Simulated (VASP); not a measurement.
# CaHf (P4/mmm) in VASP: further runs

Runs on CaHf. Level: PBE. Tasks: single point, relaxation of cell and atoms.

All numbers are computed with VASP 6.6.1; they aren't measurements. Logs are shortened: lines on timing, memory, paths and dates and some standing lists are left out, and cuts for length are marked.

### Step 1. The cell of the first run

Symmetry: P4/mmm, No. 123, tetragonal system. The conventional cell has a = 3.239 Å, b = 3.239 Å, c = 5.264 Å, α = 90.00°, β = 90.00°, γ = 90.00°. Ca (site symmetry 4/mmm) has 4 Ca at 3.24 Å and 8 Hf at 3.49 Å within 4.3 Å. Hf (site symmetry 4/mmm) has 4 Hf at 3.24 Å and 8 Ca at 3.49 Å within 4.3 Å.

### Step 2. Single point, PBE

INCAR reads:

```
SYSTEM = CaHf
ALGO = Normal ; EDIFF = 1E-6
ENCUT = 520 ; GGA = PE
ISIF = 2 ; ISMEAR = 0
LASPH = .TRUE. ; LCHARG = .FALSE.
LREAL = .FALSE. ; LWAVE = .FALSE.
NBANDS = 17 ; NELM = 80
PREC = Accurate ; SIGMA = 0.1
```

KPOINTS reads:

```
k-points
0
G
  6 6 4
  0 0 0
```

POSCAR reads:

```
CaHf
1.0
    3.2389211637      0.0000000000      0.0000000000
    0.0000000000      3.2389211637      0.0000000000
    0.0000000000      0.0000000000      5.2637755445
Ca Hf
1 1
Direct
    0.5000000000      0.5000000000      0.5000000000
    0.0000000000      0.0000000000      0.0000000000
```

Potentials or basis: VASP PAW PBE potentials, release 64 (Ca_sv, Hf_pv).

Run with:

```bash
$ cat potpaw_PBE.64/Ca_sv/POTCAR potpaw_PBE.64/Hf_pv/POTCAR > POTCAR
$ mpirun -np 1 vasp_std > vasp.out
```

OUTCAR:

```text
SYSTEM = CaHf
   EDIFF = 1E-6
   ENCUT = 520
   GGA = PE
   ISIF = 2
   ISMEAR = 0
   LASPH = .TRUE.
   LREAL = .FALSE.
   NELM = 80
   PREC = Accurate

 ion  position               nearest neighbor table
   1  0.500  0.500  0.500-   2 3.49   2 3.49   2 3.49   2 3.49   2 3.49   2 3.49   2 3.49   2 3.49

   2  0.000  0.000  0.000-   1 3.49   1 3.49   1 3.49   1 3.49   1 3.49   1 3.49   1 3.49   1 3.49

  LATTYP: Found a simple tetragonal cell.
 ALAT       =     3.2389211637
 C/A-ratio  =     1.6251632190

  Lattice vectors:

 A1 = (   3.2389211637,   0.0000000000,   0.0000000000)
 A2 = (   0.0000000000,   3.2389211637,   0.0000000000)
 A3 = (   0.0000000000,   0.0000000000,   5.2637755445)

Analysis of symmetry for initial positions (statically):
=====================================================================
 Subroutine PRICEL returns:
 Original cell was already a primitive cell.

 Routine SETGRP: Setting up the symmetry group for a
 simple tetragonal supercell.

 Subroutine GETGRP returns: Found 16 space group operations
 (whereof 16 operations were pure point group operations)
 out of a pool of 16 trial point group operations.

The static configuration has the point symmetry D_4h.

Analysis of symmetry for dynamics (positions and initial velocities):
=====================================================================
 Subroutine PRICEL returns:
 Original cell was already a primitive cell.

 Routine SETGRP: Setting up the symmetry group for a
 simple tetragonal supercell.

 Subroutine GETGRP returns: Found 16 space group operations
 (whereof 16 operations were pure point group operations)
 out of a pool of 16 trial point group operations.

The dynamic configuration has the point symmetry D_4h.

 Subroutine INISYM returns: Found 16 space group operations
 (whereof 16 operations are pure point group operations),
 and found     1 'primitive' translations

----------------------------------------------------------------------------------------

                                     Primitive cell

  volume of cell :      55.2202

  direct lattice vectors                    reciprocal lattice vectors
     3.238921164  0.000000000  0.000000000     0.308744779  0.000000000  0.000000000
     0.000000000  3.238921164  0.000000000     0.000000000  0.308744779  0.000000000
     0.000000000  0.000000000  5.263775544     0.000000000  0.000000000  0.189977705

  length of vectors
     3.238921164  3.238921164  5.263775544     0.308744779  0.308744779  0.189977705

  position of ions in fractional coordinates (direct lattice)
     0.500000000  0.500000000  0.500000000
     0.000000000  0.000000000  0.000000000

  ion indices of the primitive-cell ions
   primitive index   ion index
                 1           1
                 2           2

----------------------------------------------------------------------------------------

 KPOINTS: k-points

Automatic generation of k-mesh.
 Grid dimensions read from file:
 generate k-points for:    6    6    4

 Generating k-lattice:

  Cartesian coordinates                     Fractional coordinates (reciprocal lattice)
     0.051457463  0.000000000  0.000000000     0.166666667  0.000000000  0.000000000
     0.000000000  0.051457463  0.000000000     0.000000000  0.166666667  0.000000000
     0.000000000  0.000000000  0.047494426     0.000000000  0.000000000  0.250000000

  Length of vectors
     0.051457463  0.051457463  0.047494426

  Shift w.r.t. Gamma in fractional coordinates (k-lattice)
     0.000000000  0.000000000  0.000000000

 Subroutine IBZKPT returns following result:
 ===========================================

 Found     30 irreducible k-points:

 Following reciprocal coordinates:
            Coordinates               Weight
  0.000000  0.000000  0.000000      1.000000
  0.166667  0.000000  0.000000      4.000000
  0.333333  0.000000  0.000000      4.000000
  0.500000  0.000000  0.000000      2.000000
  0.166667  0.166667  0.000000      4.000000
  0.333333  0.166667  0.000000      8.000000
[... 16 lines left out ...]
  0.333333  0.000000  0.500000      4.000000
  0.500000  0.000000  0.500000      2.000000
 [... further k-points ...]
   k-points           NKPTS =     30   k-points in BZ     NKDIM =     30   number of bands    NBANDS=     17
   number of dos      NEDOS =    301   number of ions     NIONS =      2
   total plane-waves  NPLWV =  23040
   dimension x,y,z NGX =    24 NGY =   24 NGZ =   40
   dimension x,y,z NGXF=    48 NGYF=   48 NGZF=   80
   ions per type =               1   1
   NGX,Y,Z   is equivalent  to a cutoff of  12.32, 12.32, 12.63 a.u.
   NGXF,Y,Z  is equivalent  to a cutoff of  24.64, 24.64, 25.27 a.u.
 SYSTEM =  CaHf
   PREC   = accura    normal or accurate (medium, high low for compatibility)
   ISTART =      0    job   : 0-new  1-cont  2-samecut
   ICHARG =      2    charge: 1-file 2-atom 10-const
   ISPIN  =      1    spin polarized calculation?
   LNONCOLLINEAR =      F non collinear calculations
   LSORBIT =      F    spin-orbit coupling
   LASPH  =      T    aspherical Exc in radial PAW
   ENCUT  =  520.0 eV  38.22 Ry    6.18 a.u.   6.02  6.02  9.79*2*pi/ulx,y,z
   NELM   =     80;   NELMIN=  2; NELMDL= -5     # of ELM steps
   EDIFF  = 0.1E-05   stopping-criterion for ELM
   LREAL  =      F    real-space projection
   EDIFFG = 0.1E-04   stopping-criterion for IOM
   NSW    =      0    number of steps for IOM
   IBRION =     -1    ionic relax: 0-MD 1-quasi-New 2-CG
   NFREE  =      0    steps in history (QN), initial steepest desc. (CG)
   ISIF   =      2    stress and relaxation
   ISYM   =      2    0-nonsym 1-usesym 2-fastsym
   POTIM  = 0.5000    time-step for ionic-motion
   TEBEG  =    0.0;   TEEND  =   0.0 temperature during run
   PSTRESS=    0.0 pullay stress
   NELECT =      20.0000    total number of electrons
   NUPDOWN=      -1.0000    fix difference up-down
   EMIN   =  10.00;   EMAX   =-10.00  energy-range for DOS
   EFERMI =   0.00;   METHOD = LEGACY
   ISMEAR =     0;   SIGMA  =   0.10  broadening in eV -4-tet -1-fermi 0-gaus
   EFERMI_NEDOS =   21; number of points for ismear=-14 and -15
   IALGO  =     38    algorithm
   IMIX   =      4    mixing-type and parameters
     AMIX     =   0.40;   BMIX     =  1.00
     AMIX_MAG =   1.60;   BMIX_MAG =  1.00
  volume/ion in A,a.u.               =      27.61       186.32
  Fermi-wavevector in a.u.,A,eV,Ry     =   1.166950  2.205215 18.528026  1.361772
  Thomas-Fermi vector in A             =   2.303456
   LORBIT       =      0    0 simple, 1 ext, 2 COOP (PROOUT), +10 PAW based schemes
   GGA     = PE    functional components
   LHFCALC =     F    Hartree Fock is set to
   AEXX    =    0.0000 exact exchange contribution
   IVDW    =     0    specifies the selected vdW correction
   LEPSILON=     F    determine dielectric tensor
   LRPA    =     F    only Hartree local field effects (RPA)
 non-spin polarized calculation
 Gauss-broadening in eV      SIGMA  =   0.10
  energy-cutoff  :      520.00
  volume of cell :       55.22
 maximum number of plane-waves:      1506
   NGX = 13   NGY = 13   NGZ = 19

 number of electron      19.9999999 magnetization

 Free energy of the ion-electron system (eV)
  ---------------------------------------------------
  ext. energy  EPLUGINS =         0.00000000
  ---------------------------------------------------
  free energy    TOTEN  =       -10.72168089 eV

  energy without entropy =      -10.70629741  energy(sigma->0) =      -10.71398915

 E-fermi :   3.4861     XC(G=0):  -9.7568

 val. band max:        3.4819159870   @ k =   0.3333   0.0000   0.2500
 cond. band min:       3.5050684014   @ k =   0.5000   0.5000   0.5000
 fundamental gap:      0.0231524144
 Fermi energy:         3.4861158717

 k-point     1 :       0.0000    0.0000    0.0000
  band No.  band energies     occupation
      1     -37.1033      2.00000
      2     -27.4696      2.00000
      3     -27.1728      2.00000
      4     -27.1728      2.00000
      5     -18.0822      2.00000
      6     -17.9699      2.00000
[... 9 lines left out ...]
     16       8.1180      0.00000
     17       9.5977      0.00000

 k-point     2 :       0.1667    0.0000    0.0000
  band No.  band energies     occupation
      1     -37.0907      2.00000
      2     -27.4604      2.00000
      3     -27.2570      2.00000
      4     -27.1658      2.00000
      5     -18.0920      2.00000
      6     -18.0693      2.00000
[... 9 lines left out ...]
     16       7.4528      0.00000
     17       8.9014      0.00000

 k-point     3 :       0.3333    0.0000    0.0000
  band No.  band energies     occupation
      1     -37.0655      2.00000
      2     -27.4420      2.00000
      3     -27.4216      2.00000
      4     -27.1518      2.00000
      5     -18.3285      2.00000
      6     -18.0435      2.00000
[... 9 lines left out ...]
     16       8.0244      0.00000
     17       8.2635      0.00000

 k-point     4 :       0.5000    0.0000    0.0000
  band No.  band energies     occupation
      1     -37.0527      2.00000
      2     -27.5021      2.00000
      3     -27.4328      2.00000
      4     -27.1448      2.00000
      5     -18.4432      2.00000
      6     -18.0306      2.00000
[... 9 lines left out ...]
     16       7.6776      0.00000
     17       8.7422      0.00000
[... 343 lines left out ...]
      1     -37.0909      2.00000
      2     -27.4592      2.00000
      3     -27.2573      2.00000
      4     -27.1657      2.00000
      5     -18.0908      2.00000
      6     -18.0807      2.00000
[... 9 lines left out ...]
     16       7.5655      0.00000
     17       8.1817      0.00000

 k-point    23 :       0.3333    0.0000    0.5000
  band No.  band energies     occupation
      1     -37.0654      2.00000
      2     -27.4428      2.00000
      3     -27.4226      2.00000
      4     -27.1517      2.00000
      5     -18.3234      2.00000
      6     -18.0449      2.00000
[... 9 lines left out ...]
     16       8.5586      0.00000
     17       8.9396      0.00000

 k-point    24 :       0.5000    0.0000    0.5000
  band No.  band energies     occupation
      1     -37.0526      2.00000
      2     -27.5035      2.00000
      3     -27.4346      2.00000
      4     -27.1447      2.00000
      5     -18.4362      2.00000
      6     -18.0270      2.00000
[... 9 lines left out ...]
     16       8.7717      0.00000
     17       9.0916      0.00000

 [... further k-points ...]
[... 5 lines left out ...]
  --------------------------------------------------------------------------------------
  -------------------------------------------------------------------------------------
  Total       -0.0258928     -0.0258928      0.0211877      0.0000000      0.0000000      0.0000000
  in kB       -0.7512615     -0.7512615      0.6147475      0.0000000      0.0000000      0.0000000
  external PRESSURE =      -0.2959252 kB  Pullay stress =       0.0000000 kB

 VOLUME and BASIS-vectors are now :
 -----------------------------------------------------------------------------
  energy-cutoff  :      520.00
  volume of cell :       55.22
      direct lattice vectors                 reciprocal lattice vectors
     3.238921164  0.000000000  0.000000000     0.308744779  0.000000000  0.000000000
     0.000000000  3.238921164  0.000000000     0.000000000  0.308744779  0.000000000
     0.000000000  0.000000000  5.263775544     0.000000000  0.000000000  0.189977705

 POSITION                                       TOTAL-FORCE (eV/Angst)
 -----------------------------------------------------------------------------------
      1.61946      1.61946      2.63189         0.000000      0.000000      0.000000
      0.00000      0.00000      0.00000         0.000000      0.000000      0.000000
 -----------------------------------------------------------------------------------
    total drift:                                0.000000      0.000000     -0.000000

  FREE ENERGIE OF THE ION-ELECTRON SYSTEM (eV)
  ---------------------------------------------------
  free  energy   TOTEN  =       -10.7216808893 eV

  energy  without entropy=      -10.7062974068  energy(sigma->0) =      -10.71398915
```

Run time: 8.4 s. Hardware: 1 thread of Intel Xeon 6975P-C (Granite Rapids), shared host; peak memory 0.17 GiB.

Results:

```yaml
Free_energy: -10.7217 eV
Pressure: 0.0 GPa
Band_gap_on_the_k_mesh: zero (band 10 reaches 3.89 eV, above the bottom of band 11 at 2.85 eV)
```

Caveat: spin-orbit coupling is left out, which moves the levels of the heavy elements.

### Step 3. Relaxation of cell and atoms, PBE

This run uses another cell than the first one, of 25.00 Å³/atom, 0.906 times its volume.

INCAR reads:

```
ALGO = Normal
EDIFF = 1E-6
EDIFFG = -0.04
ENCUT = 600
GGA = PE
IBRION = 2
ISIF = 3
ISMEAR = 0
LASPH = True
LCHARG = False
LREAL = False
LWAVE = False
NELM = 60
NSW = 90
PREC = Accurate
SIGMA = 0.1
```

KPOINTS reads:

```
k-points
0
Gamma
  6 6 4
```

POSCAR reads:

```
CaHf
1.0
    3.3664529928      0.0000000000      0.0000000000
    0.0000000000      3.3664529928      0.0000000000
    0.0000000000      0.0000000000      4.4124580299
Ca Hf
1 1
Direct
    0.5000000000      0.5000000000      0.5000000000
    0.0000000000      0.0000000000      0.0000000000
```

Potentials or basis: VASP PAW PBE potentials, release 64 (Ca_sv, Hf_pv).

Run with:

```bash
$ cat potpaw_PBE.64/Ca_sv/POTCAR potpaw_PBE.64/Hf_pv/POTCAR > POTCAR
$ mpirun -np 1 vasp_std > vasp.out
```

It took 59 s on 1 thread of Intel Xeon 6975P-C (Granite Rapids), shared host; peak memory 0.2 GiB.

Results (log left out):

* Free energy: -10.7205 eV
* Relaxed volume: 27.61 Å³/atom
* Relaxed cell: a = 3.240 Å, b = 3.240 Å, c = 5.261 Å, α = 90.00°, β = 90.00°, γ = 90.00°
* Space group after relaxing (to 0.05 Å): P4/mmm (No. 123)
* Energy gained by relaxing: 132.5 meV/atom
* Ionic steps: 9
* Pressure after relaxing: 0.0 GPa
* Band gap on the k mesh: zero (band 10 reaches 3.89 eV, above the bottom of band 11 at 2.85 eV)

Stress tensor (GPa, compression positive):
```
-0.06  0.00  0.00
 0.00 -0.06  0.00
 0.00  0.00  0.10
```

The path:
| step | energy change (eV) | largest force (eV/Å) | pressure (GPa) | volume (Å³) |
| --- | --- | --- | --- | --- |
| 1 | 0.0000 | 0.0000 | 5.66 | 50.01 |
| 2 | -0.1436 | 0.0000 | -0.79 | 56.63 |
| 3 | -0.1440 | 0.0000 | -1.16 | 57.17 |
| 4 | -0.1964 | 0.0000 | -1.06 | 56.92 |
| 5 | -0.2606 | 0.0000 | -0.69 | 56.14 |
| 6 | -0.2612 | 0.0000 | -0.50 | 55.73 |
| 7 | -0.2635 | 0.0000 | -0.60 | 55.95 |
| 8 | -0.2642 | 0.0000 | 0.42 | 54.70 |
| 9 | -0.2649 | 0.0000 | -0.01 | 55.22 |

Final structure:
```
CELL_PARAMETERS angstrom
3.23981 0.00000 0.00000
0.00000 3.23981 0.00000
0.00000 0.00000 5.26068
ATOMIC_POSITIONS crystal
Ca 0.50000 0.50000 0.50000
Hf 0.00000 0.00000 0.00000
```

Levels at points of the mesh, in eV from the Fermi level:
```
           k point  band 8  band 9  band 10  band 11  band 12  band 13
(0.00, 0.00, 0.00)   -5.59   -1.86    -0.79     0.97     2.20     2.53
(0.50, 0.00, 0.00)   -2.41   -1.02    -0.51     0.12     0.83     2.01
(0.50, 0.50, 0.00)   -1.84   -1.37    -0.64    -0.64     2.77     2.77
(0.00, 0.00, 0.50)   -4.60   -2.91    -0.58     0.59     1.73     3.04
(0.50, 0.00, 0.50)   -2.53   -1.75     0.40     0.66     0.71     2.27
(0.50, 0.50, 0.50)   -1.42   -0.12     0.02     0.02     1.30     1.30
```

Caveat: spin-orbit coupling is left out, which moves the levels of the heavy elements.
